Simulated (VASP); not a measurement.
Write the native input for VASP 6.6.1 that does the following.

```
Task                   : single point
Functional             : LDA
Potentials or basis    : VASP PAW LDA potentials, release 64 (Cs_sv)
Cutoff                 : 520 eV
k mesh                 : 6 × 6 × 6
Occupations            : fermi-dirac, width 0.05 eV
Spin                   : no spin polarisation
Dipole correction      : no
Further INCAR settings : ALGO = Fast; EDIFF = 1e-06; NBANDS = 10
```

The structure of Cs lies in POSCAR:

```
Cs
1.0
    0.0000000000      3.8677348434      3.8677348434
    3.8677348434      0.0000000000      3.8677348434
    3.8677348434      3.8677348434      0.0000000000
Cs
1
Direct
    0.0000000000      0.0000000000      0.0000000000
```

This isn't the form of Cs at room conditions, which is bcc.

These files were run (other wordings do the same):

INCAR

```
SYSTEM = Cs
  ALGO = Fast
  EDIFF = 1E-6
  ENCUT = 520
  GGA = CA
  ISIF = 2
  ISMEAR = -1
  LASPH = .True.
  LCHARG = .False.
  LREAL = .False.
  LWAVE = .False.
  NBANDS = 10
  NELM = 80
  PREC = Accurate
  SIGMA = 0.05
```

KPOINTS

```
k-points
0
Gamma
  6 6 6
  0 0 0
```

Potentials or basis: VASP PAW LDA potentials, release 64 (Cs_sv).

The run is started by

```sh
$ cat potpaw_LDA.64/Cs_sv/POTCAR > POTCAR
$ mpirun -np 1 vasp_std > vasp.out
```

Results of the run:

| Property | Result |
| --- | --- |
| Pressure | -0.3 GPa |
| Band gap on the k mesh | zero (an odd number of electrons rules out a gap without spin polarisation) |

Caveat: spin-orbit coupling is left out, which moves the levels of the heavy elements.

Run time: 17 s on 1 thread of Intel Xeon 8259CL (shared host), peak memory 0.2 GiB.
